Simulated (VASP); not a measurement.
**Au: single point with PBEsol**

Au:

```xyz
1
Lattice="0.0000 2.0968 2.0968 2.0968 0.0000 2.0968 2.0968 2.0968 0.0000" Properties=species:S:1:pos:R:3 pbc="T T T"
Au    0.0000    0.0000    0.0000
```

| Item | Value |
| --- | --- |
| Program | VASP 6.6.1 |
| Task | single point |
| Functional | PBEsol |
| Potentials or basis | VASP PAW PBE potentials, release 64 (Au) |
| Cutoff | 520 eV |
| k mesh | 12 × 12 × 12 |
| Occupations | fermi-dirac, width 0.06 eV |
| Spin | no spin polarisation |
| Dipole correction | no |
| Further INCAR settings | ALGO = Normal; EDIFF = 1e-07; NBANDS = 12 |

The pressure is -11.1 GPa.

Levels at points of the mesh, in eV from the Fermi level:
```
           k point  band 2  band 3  band 4  band 5  band 6  band 7  band 8  band 9  band 10  band 11
(0.00, 0.00, 0.00)   -4.21   -4.21   -4.21   -2.88   -2.88   14.64   18.18   18.18    18.18    22.81
(0.50, 0.00, 0.00)   -4.23   -4.23   -1.83   -1.83   -0.60    2.72   14.06   16.56    16.56    23.79
(0.50, 0.50, 0.00)   -6.02   -1.87   -1.55   -1.55    1.24    5.20    9.79    9.79    16.39    18.81
```

It took 9.1 s on 1 thread of Intel(R) Xeon(R) Platinum 8559C (Emerald Rapids), on a shared host, peak memory 0.14 GiB.

Caveat: the PAW data sets were made with another functional, which shifts forces and pressure a little; spin-orbit coupling is left out, which moves the levels of the heavy elements.
